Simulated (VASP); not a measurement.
## Y2Be2N: relaxation of cell and atoms with PBE

Y2Be2N:

```xyz
5
Lattice="3.8039 0.0000 0.0000 -1.9019 3.2942 0.0000 0.0000 0.0000 6.3921" Properties=species:S:1:pos:R:3 pbc="T T T"
Y     0.0000    2.1962    1.8493
Y     1.9019    1.0981    4.5429
Be    0.0000    2.1962    4.9260
Be    1.9019    1.0981    1.4661
N     0.0000    0.0000    3.1961
```

The cell was generated, and may not be a known phase.

```json
{
 "Program": "VASP 6.6.1",
 "Task": "relaxation of cell and atoms",
 "Functional": "PBE",
 "Potentials or basis": "VASP PAW PBE potentials, release 64 (Y_sv, Be, N)",
 "Cutoff": "600 eV",
 "k mesh": "6 × 6 × 4",
 "Occupations": "gaussian, width 0.1 eV",
 "Spin": "no spin polarisation",
 "Dipole correction": "no",
 "Further INCAR settings": "ALGO = Normal; EDIFF = 1e-06; IBRION = 2; EDIFFG = -0.04; NSW = 90; ISIF = 3"
}
```

```yaml
Relaxed_volume: 17.06 Å³/atom
Relaxed_cell: a = 3.542 Å, b = 3.542 Å, c = 7.850 Å, α = 90.00°, β = 90.00°, γ = 120.00°
Space_group_after_relaxing_to_0.1_Å: P-3m1 (No. 164)
Energy_gained_by_relaxing: 1620.4 meV/atom
Ionic_steps: 32
Pressure_after_relaxing: 0.1 GPa
Largest_force_after_relaxing: 0.021 eV/Å
Band_gap_on_the_k_mesh: zero (an odd number of electrons rules out a gap without spin polarisation)
```

Forces in eV/Å, atoms in the order of the input:
```
Y    0.000  0.000 -0.021
Y    0.000  0.000  0.021
Be   0.000  0.000 -0.001
Be   0.000  0.000  0.001
N    0.000  0.000  0.000
```

The path:
| step | energy change (eV) | largest force (eV/Å) | pressure (GPa) | volume (Å³) |
| --- | --- | --- | --- | --- |
| 1 | 0.0000 | 2.0960 | 16.47 | 80.10 |
| 2 | -2.5633 | 1.4960 | -3.69 | 99.47 |
| 3 | -2.5705 | 1.4683 | -4.17 | 100.37 |
| 4 | -2.9640 | 1.7742 | -2.21 | 94.84 |
| 5 | -2.9071 | 1.7295 | 9.05 | 79.62 |
| 6 | -3.1798 | 1.9925 | 2.48 | 87.15 |
| 7 | -3.4269 | 1.9065 | 2.88 | 85.93 |
| 8 | -4.0737 | 1.2952 | 4.50 | 82.32 |
| 9 | -4.1670 | 1.6984 | 12.01 | 75.36 |
| 10 | -4.3999 | 0.2006 | 6.85 | 79.05 |
| 11 | -4.9303 | 0.1835 | 5.52 | 80.04 |
| 12 | -5.9918 | 1.0197 | 5.22 | 82.28 |
| 13 | -6.2305 | 3.4054 | 10.79 | 83.72 |
| 14 | -6.6360 | 1.0727 | -4.46 | 96.48 |
| 15 | -6.7736 | 1.2806 | -0.40 | 92.11 |
| 16 | -6.9433 | 1.3181 | 0.38 | 90.44 |
| 17 | -7.4274 | 1.4513 | 3.18 | 85.52 |
| 18 | -7.6643 | 0.5140 | 12.74 | 76.15 |
| 19 | -7.7563 | 1.2020 | 7.59 | 80.32 |
| 20 | -7.7817 | 0.9802 | 9.02 | 78.98 |
| 21 | -7.8996 | 0.6562 | 7.07 | 79.90 |
| 22 | -7.9879 | 0.8005 | 3.95 | 81.66 |
| 23 | -8.0347 | 0.6352 | 2.66 | 82.72 |
| 24 | -8.0882 | 0.2562 | -0.29 | 85.50 |
| 25 | -8.0886 | 0.2262 | -0.53 | 85.75 |
| 26 | -8.0925 | 0.1838 | -0.23 | 85.52 |
| 27 | -8.0964 | 0.1531 | 0.52 | 84.96 |
| 28 | -8.0988 | 0.1198 | 0.23 | 85.21 |
| 29 | -8.1006 | 0.0627 | -0.36 | 85.74 |
| 30 | -8.1006 | 0.0624 | -0.28 | 85.67 |
| 31 | -8.1015 | 0.0422 | -0.10 | 85.48 |
| 32 | -8.1018 | 0.0214 | 0.07 | 85.29 |

Final structure:
```yaml
crystal:
  lattice:
    - [3.54191, 0.00000, 0.00000]
    - [-1.77095, 3.06738, 0.00000]
    - [0.00000, 0.00000, 7.85003]
  atoms:
    - { symbol: Y, position: [0.33333, 0.66667, 0.33231] }
    - { symbol: Y, position: [0.66667, 0.33333, 0.66769] }
    - { symbol: Be, position: [0.33333, 0.66667, 0.95251] }
    - { symbol: Be, position: [0.66667, 0.33333, 0.04750] }
    - { symbol: N, position: [0.00000, 0.00000, 0.50000] }
```

Levels at points of the mesh, in eV from the Fermi level:
```
           k point  band 13  band 14  band 15  band 16  band 17  band 18  band 19
(0.00, 0.00, 0.00)    -2.97    -1.61     0.06     2.19     2.19     2.69     2.69
(0.50, 0.00, 0.00)    -2.88    -2.80    -0.68    -0.10     0.23     1.31     2.68
(0.00, 0.00, 0.50)    -2.98    -2.67     1.53     2.04     2.15     2.15     3.29
(0.50, 0.00, 0.50)    -2.86    -2.73    -0.49    -0.13     0.15     1.18     2.89
```

Wall time 40 min on 1 thread of Intel Xeon 8259CL, on a shared host, peak memory 0.27 GiB.

Caveat: a cell axis changed by over 15 % at a fixed basis, so the end point is rough.
